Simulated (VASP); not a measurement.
# Ni (Fm-3m) in VASP: further runs

The runs below take Ni through single point, with PBE.

Program: VASP 6.6.1. These are calculated values, not measurements. Logs are shortened: lines on timing, memory, paths and dates and some standing lists are left out, and cuts for length are marked.

### Step 1. The cell of the first run

The structure is cubic, space group Fm-3m (No. 225). Conventional cell: a = 3.535 Å, b = 3.535 Å, c = 3.535 Å, α = 90.00°, β = 90.00°, γ = 90.00°. Ni (site symmetry m-3m) has 12 Ni at 2.50 Å within 3.3 Å.

### Step 2. Single point, PBE, collinear spin, antiferromagnetic start

Contents of INCAR:

```
SYSTEM = Ni
PREC     = Accurate       ! precision mode
ENCUT    = 520            ! plane-wave cutoff, eV
EDIFF    = 1E-7           ! SCF threshold, eV
ISMEAR   = -1             ! smearing method
SIGMA    = 0.05           ! smearing width, eV
LREAL    = .False.        ! projectors in reciprocal space
LASPH    = .True.         ! aspherical terms in the spheres
NELM     = 150            ! most SCF steps
ALGO     = Normal         ! electronic algorithm
ISIF     = 2              ! what is computed and relaxed
LWAVE    = .False.        ! write WAVECAR
LCHARG   = .False.        ! write CHGCAR
ISPIN    = 2              ! spin polarisation
MAGMOM   = 2 -2           ! initial moments
LORBIT   = 11             ! projections on sites
LMAXMIX  = 4              ! l up to which the mixer works
GGA      = PE             ! functional
NBANDS   = 21             ! bands
```

Contents of KPOINTS:

```
Automatic mesh
0
Gamma
  6 12 12
  0 0 0
```

Contents of POSCAR:

```
Ni
1.0
    0.0000000000      3.5347000000      3.5347000000
    1.7673500000      0.0000000000      1.7673500000
    1.7673500000      1.7673500000      0.0000000000
Ni
2
Direct
    0.0000000000      0.0000000000      0.0000000000
    0.5000000000      0.0000000000      0.0000000000
```

Potentials or basis: VASP PAW PBE potentials, release 64 (Ni).

Launch:

```console
$ cat potpaw_PBE.64/Ni/POTCAR > POTCAR
$ mpirun -np 1 vasp_std > vasp.out
```

OUTCAR:

```text
SYSTEM = Ni
   PREC = Accurate
   ENCUT = 520
   EDIFF = 1E-7
   ISMEAR = -1
   LREAL = .False.
   LASPH = .True.
   NELM = 150
   ISIF = 2
   ISPIN = 2
   LORBIT = 11
   GGA = PE

 ion  position               nearest neighbor table
   1  0.000  0.000  0.000-   2 2.50   2 2.50   2 2.50   2 2.50   2 2.50   2 2.50
   2  0.500  0.000  0.000-   1 2.50   1 2.50   1 2.50   1 2.50   1 2.50   1 2.50

  LATTYP: Found a trigonal (rhomboedric) cell.
 ALAT       =     4.3291056969
 COS(alpha) =     0.8333333333

  Lattice vectors:

 A1 = (   1.7673500000,  -1.7673500000,  -3.5347000000)
 A2 = (   3.5347000000,  -1.7673500000,  -1.7673500000)
 A3 = (   1.7673500000,  -3.5347000000,  -1.7673500000)

Analysis of symmetry for initial positions (statically):
=====================================================================
 Subroutine PRICEL returns following result:

  LATTYP: Found a face centered cubic cell.
 ALAT       =     3.5347000000

  Lattice vectors:

 A1 = (   0.0000000000,   1.7673500000,   1.7673500000)
 A2 = (   1.7673500000,   0.0000000000,   1.7673500000)
 A3 = (   1.7673500000,   1.7673500000,   0.0000000000)

   2 primitive cells build up your supercell.

 Routine SETGRP: Setting up the symmetry group for a
 trigonal (rhombohedral) supercell.

 Subroutine GETGRP returns: Found 12 space group operations
 (whereof 12 operations were pure point group operations)
 out of a pool of 12 trial point group operations.

The static configuration has the point symmetry D_3d.

Analysis of symmetry for dynamics (positions and initial velocities):
=====================================================================
 Subroutine PRICEL returns following result:

  LATTYP: Found a face centered cubic cell.
 ALAT       =     3.5347000000

  Lattice vectors:

 A1 = (   0.0000000000,   1.7673500000,   1.7673500000)
 A2 = (   1.7673500000,   0.0000000000,   1.7673500000)
 A3 = (   1.7673500000,   1.7673500000,   0.0000000000)

   2 primitive cells build up your supercell.

 Routine SETGRP: Setting up the symmetry group for a
 trigonal (rhombohedral) supercell.

 Subroutine GETGRP returns: Found 12 space group operations
 (whereof 12 operations were pure point group operations)
 out of a pool of 12 trial point group operations.

The dynamic configuration has the point symmetry D_3d.

Analysis of structural, dynamic, and magnetic symmetry:
=====================================================================
 Subroutine PRICEL returns following result:

  LATTYP: Found a face centered cubic cell.
 ALAT       =     3.5347000000

  Lattice vectors:

 A1 = (   0.0000000000,   1.7673500000,   1.7673500000)
 A2 = (   1.7673500000,   0.0000000000,   1.7673500000)
 A3 = (   1.7673500000,   1.7673500000,   0.0000000000)

   2 primitive cells build up your supercell.

 Routine SETGRP: Setting up the symmetry group for a
 trigonal (rhombohedral) supercell.

 Subroutine GETGRP returns: Found 12 space group operations
 (whereof 12 operations were pure point group operations)
 out of a pool of 12 trial point group operations.

The overall configuration has the point symmetry D_3d.

 Subroutine INISYM returns: Found 12 space group operations
 (whereof 12 operations are pure point group operations),
 and found     2 'primitive' translations

----------------------------------------------------------------------------------------

                                     Primitive cell

  volume of cell :      11.0407

  direct lattice vectors                    reciprocal lattice vectors
     0.000000000  1.767350000  1.767350000    -0.282909441  0.282909441  0.282909441
     1.767350000  0.000000000  1.767350000     0.282909441 -0.282909441  0.282909441
     1.767350000  1.767350000  0.000000000     0.282909441  0.282909441 -0.282909441

  length of vectors
     2.499410339  2.499410339  2.499410339     0.490013525  0.490013525  0.490013525

  position of ions in fractional coordinates (direct lattice)
     0.000000000  0.000000000  0.000000000

  ion indices of the primitive-cell ions
   primitive index   ion index
                 1           1

----------------------------------------------------------------------------------------

 KPOINTS: Automatic mesh

Automatic generation of k-mesh.
 Grid dimensions read from file:
 generate k-points for:    6   12   12

 Generating k-lattice:

  Cartesian coordinates                     Fractional coordinates (reciprocal lattice)
    -0.023575787  0.023575787  0.023575787     0.166666667  0.000000000  0.000000000
     0.023575787 -0.023575787  0.023575787     0.000000000  0.083333333  0.000000000
     0.023575787  0.023575787 -0.023575787     0.000000000  0.000000000  0.083333333

  Length of vectors
     0.040834460  0.040834460  0.040834460

  Shift w.r.t. Gamma in fractional coordinates (k-lattice)
     0.000000000  0.000000000  0.000000000

 -----------------------------------------------------------------------------
|                                                                             |
|           W    W    AA    RRRRR   N    N  II  N    N   GGGG   !!!           |
|           W    W   A  A   R    R  NN   N  II  NN   N  G    G  !!!           |
|           W    W  A    A  R    R  N N  N  II  N N  N  G       !!!           |
|           W WW W  AAAAAA  RRRRR   N  N N  II  N  N N  G  GGG   !            |
|           WW  WW  A    A  R   R   N   NN  II  N   NN  G    G                |
|           W    W  A    A  R    R  N    N  II  N    N   GGGG   !!!           |
|                                                                             |
|     Your reciprocal lattice and k-lattice belong to different lattice       |
|     classes:                                                                |
|                                                                             |
|        The reciprocal lattice is rhombohedral (trigonal),                   |
|        whereas your k-lattice is body-centered cubic.                       |
|                                                                             |
|     Results are often still useful ...                                      |
|                                                                             |
 -----------------------------------------------------------------------------

 Subroutine IBZKPT returns following result:
 ===========================================

 Found     98 irreducible k-points:

 Following reciprocal coordinates:
            Coordinates               Weight
  0.000000  0.000000  0.000000      1.000000
  0.166667  0.000000  0.000000      2.000000
  0.333333  0.000000  0.000000      2.000000
  0.500000  0.000000  0.000000      1.000000
  0.000000  0.083333  0.000000      6.000000
  0.166667  0.083333  0.000000      6.000000
[... 16 lines left out ...]
  0.000000  0.333333  0.000000      6.000000
  0.166667  0.333333  0.000000      6.000000
 [... further k-points ...]
   k-points           NKPTS =     98   k-points in BZ     NKDIM =     98   number of bands    NBANDS=     21
   number of dos      NEDOS =    301   number of ions     NIONS =      2
   total plane-waves  NPLWV =  16000
   dimension x,y,z NGX =    40 NGY =   20 NGZ =   20
   dimension x,y,z NGXF=    80 NGYF=   40 NGZF=   40
   ions per type =               2
   NGX,Y,Z   is equivalent  to a cutoff of  13.30, 13.30, 13.30 a.u.
   NGXF,Y,Z  is equivalent  to a cutoff of  26.61, 26.61, 26.61 a.u.
 SYSTEM =  Ni
   PREC   = accura    normal or accurate (medium, high low for compatibility)
   ISTART =      0    job   : 0-new  1-cont  2-samecut
   ICHARG =      2    charge: 1-file 2-atom 10-const
   ISPIN  =      2    spin polarized calculation?
   LNONCOLLINEAR =      F non collinear calculations
   LSORBIT =      F    spin-orbit coupling
   LASPH  =      T    aspherical Exc in radial PAW
   ENCUT  =  520.0 eV  38.22 Ry    6.18 a.u.   9.29  4.65  4.65*2*pi/ulx,y,z
   NELM   =    150;   NELMIN=  2; NELMDL= -5     # of ELM steps
   EDIFF  = 0.1E-06   stopping-criterion for ELM
   LREAL  =      F    real-space projection
   EDIFFG = 0.1E-05   stopping-criterion for IOM
   NSW    =      0    number of steps for IOM
   IBRION =     -1    ionic relax: 0-MD 1-quasi-New 2-CG
   NFREE  =      0    steps in history (QN), initial steepest desc. (CG)
   ISIF   =      2    stress and relaxation
   ISYM   =      2    0-nonsym 1-usesym 2-fastsym
   POTIM  = 0.5000    time-step for ionic-motion
   TEBEG  =    0.0;   TEEND  =   0.0 temperature during run
   PSTRESS=    0.0 pullay stress
   NELECT =      20.0000    total number of electrons
   NUPDOWN=      -1.0000    fix difference up-down
   EMIN   =  10.00;   EMAX   =-10.00  energy-range for DOS
   EFERMI =   0.00;   METHOD = LEGACY
   ISMEAR =    -1;   SIGMA  =   0.05  broadening in eV -4-tet -1-fermi 0-gaus
   EFERMI_NEDOS =   21; number of points for ismear=-14 and -15
   IALGO  =     38    algorithm
   IMIX   =      4    mixing-type and parameters
     AMIX     =   0.40;   BMIX     =  1.00
     AMIX_MAG =   1.60;   BMIX_MAG =  1.00
  volume/ion in A,a.u.               =      11.04        74.51
  Fermi-wavevector in a.u.,A,eV,Ry     =   1.583953  2.993237 34.135750  2.508907
  Thomas-Fermi vector in A             =   2.683645
   LORBIT       =     11    0 simple, 1 ext, 2 COOP (PROOUT), +10 PAW based schemes
   GGA     = PE    functional components
   LHFCALC =     F    Hartree Fock is set to
   AEXX    =    0.0000 exact exchange contribution
   IVDW    =     0    specifies the selected vdW correction
   LEPSILON=     F    determine dielectric tensor
   LRPA    =     F    only Hartree local field effects (RPA)
 spin polarized calculation
  energy-cutoff  :      520.00
  volume of cell :       22.08
 maximum number of plane-waves:       609
 NGX is ok and might be reduce to    40
   NGX = 19   NGY =  9   NGZ =  9

 number of electron      20.0000020 magnetization       0.0000000

 number of electron      20.0000020 magnetization      -0.0000000

 Free energy of the ion-electron system (eV)
  ---------------------------------------------------
  ext. energy  EPLUGINS =         0.00000000
  ---------------------------------------------------
  free energy    TOTEN  =       -10.86424737 eV

  energy without entropy =      -10.81696891  energy(sigma->0) =      -10.84060814

 E-fermi :   8.9897     XC(G=0): -13.1676

 val. band max:        8.9813803635   @ k =   0.1667   0.3333   0.0833
 cond. band min:       8.9935490537   @ k =   0.0000   0.1667   0.0000
 fundamental gap:      0.0121686901
 Fermi energy:         8.9896608930

 spin component 1

 k-point     1 :       0.0000    0.0000    0.0000
  band No.  band energies     occupation
      1       0.2437      1.00000
      2       4.6423      1.00000
      3       7.0300      1.00000
      4       7.0300      1.00000
      5       7.1781      1.00000
      6       7.2424      1.00000
[... 13 lines left out ...]
     20      36.5059      0.00000
     21      36.5069      0.00000
[... 529 lines left out ...]
 k-point    24 :       0.1667    0.3333    0.0000
  band No.  band energies     occupation
      1       3.5318      1.00000
      2       5.5028      1.00000
      3       5.8210      1.00000
      4       6.7154      1.00000
      5       7.2406      1.00000
      6       7.3873      1.00000
[... 13 lines left out ...]
     20      34.5412      0.00000
     21      38.7057      0.00000

 [... further k-points ...]

 spin component 2

 k-point     1 :       0.0000    0.0000    0.0000
  band No.  band energies     occupation
      1       0.2437      1.00000
      2       4.6423      1.00000
      3       7.0300      1.00000
      4       7.0300      1.00000
      5       7.1781      1.00000
      6       7.2424      1.00000
[... 13 lines left out ...]
     20      36.5067      0.00000
     21      36.5069      0.00000
[... 529 lines left out ...]
 k-point    24 :       0.1667    0.3333    0.0000
  band No.  band energies     occupation
      1       3.5318      1.00000
      2       5.5028      1.00000
      3       5.8210      1.00000
      4       6.7154      1.00000
      5       7.2406      1.00000
      6       7.3873      1.00000
[... 13 lines left out ...]
     20      34.5412      0.00000
     21      38.7057      0.00000

 [... further k-points ...]
[... 5 lines left out ...]
  --------------------------------------------------------------------------------------
  -------------------------------------------------------------------------------------
  Total       -0.4878776     -0.4878776     -0.4878776     -0.0204519      0.0204519     -0.0204519
  in kB      -35.3992247    -35.3992247    -35.3992247     -1.4839382      1.4839382     -1.4839382
  external PRESSURE =     -35.3992247 kB  Pullay stress =       0.0000000 kB

 VOLUME and BASIS-vectors are now :
 -----------------------------------------------------------------------------
  energy-cutoff  :      520.00
  volume of cell :       22.08
      direct lattice vectors                 reciprocal lattice vectors
     0.000000000  3.534700000  3.534700000    -0.141454720  0.141454720  0.141454720
     1.767350000  0.000000000  1.767350000     0.282909441 -0.282909441  0.282909441
     1.767350000  1.767350000  0.000000000     0.282909441  0.282909441 -0.282909441

 POSITION                                       TOTAL-FORCE (eV/Angst)
 -----------------------------------------------------------------------------------
      0.00000      0.00000      0.00000         0.000000     -0.000000     -0.000000
      0.00000      1.76735      1.76735        -0.000000      0.000000      0.000000
 -----------------------------------------------------------------------------------
    total drift:                               -0.000000     -0.000000     -0.000000

  FREE ENERGIE OF THE ION-ELECTRON SYSTEM (eV)
  ---------------------------------------------------
  free  energy   TOTEN  =       -10.8642473744 eV

  energy  without entropy=      -10.8169689092  energy(sigma->0) =      -10.84060814

 total charge

# of ion       s       p       d       tot
------------------------------------------
    1        0.488   0.481   8.318   9.286
    2        0.488   0.481   8.318   9.286
--------------------------------------------------
tot          0.976   0.961  16.635  18.572

 magnetization (x)

# of ion       s       p       d       tot
------------------------------------------
    1       -0.001  -0.000   0.245   0.244
    2        0.001   0.000  -0.245  -0.244
--------------------------------------------------
tot          0.000   0.000   0.000   0.000
```

It took 40 s on 1 thread of Intel Xeon 6975P-C (Granite Rapids), shared host; peak memory 0.19 GiB.

What came out:

```yaml
Free_energy: -10.8642 eV
Pressure: -3.5 GPa
Band_gap_on_the_k_mesh: zero (filled and empty bands overlap)
Net_moment: 0.00 μB per cell
Site_moments: Ni +0.24, -0.24 μB
Valence_electrons_inside_the_program's_atomic_spheres: Ni 9.29
```

Levels at points of the mesh, in eV from the Fermi level:
Spin up:
```csv
k point,band 7,band 8,band 9,band 10,band 11,band 12,band 13,band 14
"(0.00, 0.00, 0.00)",-1.75,-0.74,-0.74,-0.11,-0.02,-0.02,5.96,22.20
"(0.50, 0.00, 0.00)",-1.48,-1.48,-0.73,-0.73,-0.57,-0.57,14.49,14.56
"(0.00, 0.50, 0.00)",-0.12,-0.07,0.03,0.21,0.23,2.60,5.96,9.40
"(0.50, 0.50, 0.00)",-1.08,-0.93,-0.15,0.19,2.48,2.66,8.61,8.66
```
Spin down:
```csv
k point,band 8,band 9,band 10,band 11,band 12,band 13
"(0.00, 0.00, 0.00)",-0.74,-0.74,-0.11,-0.02,-0.02,5.96
"(0.50, 0.00, 0.00)",-1.48,-0.73,-0.73,-0.57,-0.57,14.49
"(0.00, 0.50, 0.00)",-0.07,0.03,0.21,0.23,2.60,5.96
"(0.50, 0.50, 0.00)",-0.93,-0.15,0.19,2.48,2.66,8.61
```

[end of part 1 of 2]
